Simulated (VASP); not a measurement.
# Cs (P6_3/mmc) in VASP: further runs, part 2 of 2

VASP 6.6.1. The steps go on from the part before.

**5. Single point, r2SCAN**

This run uses another cell than the first one, of 139.12 Å³/atom, 1.120 times its volume.

File POSCAR:

```
Cs
1.0
    5.7806063688      0.0000000000      0.0000000000
   -2.8902979919      5.0061458735      0.0000000000
    0.0000000000      0.0000000000      9.6149205584
Cs
2
Direct
    0.3333333333      0.6666666667      0.2500000000
    0.6666666667      0.3333333333      0.7500000000
```

File INCAR.step1:

```
PREC     = Accurate       # precision mode
ENCUT    = 520            # plane-wave cutoff, eV
ISMEAR   = 0              # smearing method
SIGMA    = 0.1            # smearing width, eV
LREAL    = False          # projectors in reciprocal space
LASPH    = True           # aspherical terms in the spheres
NELM     = 100            # most SCF steps
NBANDS   = 16             # bands
GGA      = PE             # functional
ALGO     = Normal         # electronic algorithm
EDIFF    = 1E-4           # SCF threshold, eV
LWAVE    = True           # write WAVECAR
LCHARG   = False          # write CHGCAR
```

File INCAR.step2:

```
PREC     = Accurate       # precision mode
ENCUT    = 520            # plane-wave cutoff, eV
EDIFF    = 1E-6           # SCF threshold, eV
ISMEAR   = 0              # smearing method
SIGMA    = 0.1            # smearing width, eV
LREAL    = False          # projectors in reciprocal space
LASPH    = True           # aspherical terms in the spheres
NELM     = 100            # most SCF steps
ALGO     = Normal         # electronic algorithm
ISIF     = 2              # what is computed and relaxed
LWAVE    = False          # write WAVECAR
LCHARG   = True           # write CHGCAR
METAGGA  = R2SCAN         # meta-GGA
LMIXTAU  = True         
LELF     = True           # ELF
LVHAR    = True         
NBANDS   = 16             # bands
ISTART   = 1
```

File KPOINTS:

```
Automatic mesh
0
Gamma
  5 5 3
```

Potentials or basis: VASP PAW PBE potentials, release 64 (Cs_sv).

Run with:

```console
$ cat potpaw_PBE.64/Cs_sv/POTCAR > POTCAR
$ cp INCAR.step1 INCAR
$ mpirun -np 1 vasp_std > vasp.out
$ cp INCAR.step2 INCAR
$ mpirun -np 1 vasp_std > vasp.out
```

OUTCAR:

```text
PREC = Accurate
   ENCUT = 520
   EDIFF = 1E-6
   ISMEAR = 0
   LREAL = False
   LASPH = True
   NELM = 100
   ISIF = 2
   METAGGA = R2SCAN
   ISTART = 1

 ion  position               nearest neighbor table
   1  0.333  0.667  0.250-
   2  0.667  0.333  0.750-

  LATTYP: Found a hexagonal cell.
 ALAT       =     5.7806063688
 C/A-ratio  =     1.6633065711

  Lattice vectors:

[... 360 lines left out ...]
     15       2.5338      0.00000
     16       3.1714      0.00000

------------------------ aborting loop because EDIFF is reached ----------------------------------------

  FORCE on cell =-STRESS in cart. coord.  units (eV):
  Direction    XX          YY          ZZ          XY          YZ          ZX
  --------------------------------------------------------------------------------------
  -------------------------------------------------------------------------------------
  Total       -0.2912011     -0.2912004     -0.3509895     -0.0000003      0.0000000      0.0000000
  in kB       -1.6767989     -1.6767948     -2.0210735     -0.0000017      0.0000000      0.0000000
  external PRESSURE =      -1.7915557 kB  Pullay stress =       0.0000000 kB

 VOLUME and BASIS-vectors are now :
 -----------------------------------------------------------------------------
  energy-cutoff  :      520.00
  volume of cell :      278.24
      direct lattice vectors                 reciprocal lattice vectors
     5.780606369  0.000000000  0.000000000     0.172992232  0.099877054  0.000000000
    -2.890297992  5.006145874  0.000000000     0.000000000  0.199754467  0.000000000
     0.000000000  0.000000000  9.614920558     0.000000000  0.000000000  0.104005019

 POSITION                                       TOTAL-FORCE (eV/Angst)
 -----------------------------------------------------------------------------------
      0.00000      3.33743      2.40373         0.000000      0.000000     -0.000000
      2.89030      1.66872      7.21119        -0.000000     -0.000000      0.000000
 -----------------------------------------------------------------------------------
    total drift:                               -0.000000      0.000000     -0.000000

  FREE ENERGIE OF THE ION-ELECTRON SYSTEM (eV)
  ---------------------------------------------------
  free  energy   TOTEN  =       -50.0511056860 eV

  energy  without entropy=      -50.0424084714  energy(sigma->0) =      -50.04675708
```

OUTCAR.step1:

```text
PREC = Accurate
   ENCUT = 520
   ISMEAR = 0
   LREAL = False
   LASPH = True
[... 398 lines left out ...]
      0.00000      3.33743      2.40373         0.000000     -0.000000      0.000000
      2.89030      1.66872      7.21119        -0.000000      0.000000     -0.000000
 -----------------------------------------------------------------------------------
    total drift:                               -0.000000      0.000000     -0.000000

  FREE ENERGIE OF THE ION-ELECTRON SYSTEM (eV)
  ---------------------------------------------------
  free  energy   TOTEN  =        -1.6973800727 eV

  energy  without entropy=       -1.6891697994  energy(sigma->0) =       -1.69327494
```

Run time: 3.4 min. Hardware: 1 thread of AMD EPYC 9R45 (Zen 5), shared host; peak memory 0.4 GiB.

Results:

```
Free energy            : -50.0511 eV
Pressure               : -0.2 GPa
Band gap on the k mesh : zero (band 9 reaches 0.54 eV, above the bottom of band 10 at -0.58 eV)
```

Levels at points of the mesh, in eV from the Fermi level:
```csv
k point,band 5,band 6,band 7,band 8,band 9,band 10,band 11,band 12,band 13,band 14
"(0.00, 0.00, 0.00)",-11.37,-11.36,-11.36,-11.36,-1.67,0.00,0.42,2.48,2.53,2.53
```

Caveat: the PAW data sets were made with another functional, which shifts forces and pressure a little; spin-orbit coupling is left out, which moves the levels of the heavy elements.

**6. The runs side by side**

```csv
cell,gap on the mesh (eV),pressure (GPa)
"a = 5.566, b = 5.566, c = 9.258 Å, angles 90.0, 90.0, 120.0°, 2 atoms",none,0.0
"a = 5.640, b = 5.640, c = 9.380 Å, angles 90.0, 90.0, 120.0°, 2 atoms",none,-0.1
"a = 5.711, b = 5.711, c = 9.499 Å, angles 90.0, 90.0, 120.0°, 2 atoms",none,-0.1
"a = 5.781, b = 5.781, c = 9.615 Å, angles 90.0, 90.0, 120.0°, 2 atoms",none,-0.2
```

Alike in all rows: task single point; level r2SCAN; potentials or basis VASP PAW PBE potentials, release 64 (Cs_sv); no spin polarisation; k mesh 5 × 5 × 3; cutoff (eV) 520; smearing gaussian 0.1 eV.

Caveats: the PAW data sets were made with another functional, which shifts forces and pressure a little; spin-orbit coupling is left out, which moves the levels of the heavy elements.

Total energies depend on the potentials used, so only differences within one code and one set of settings carry meaning.
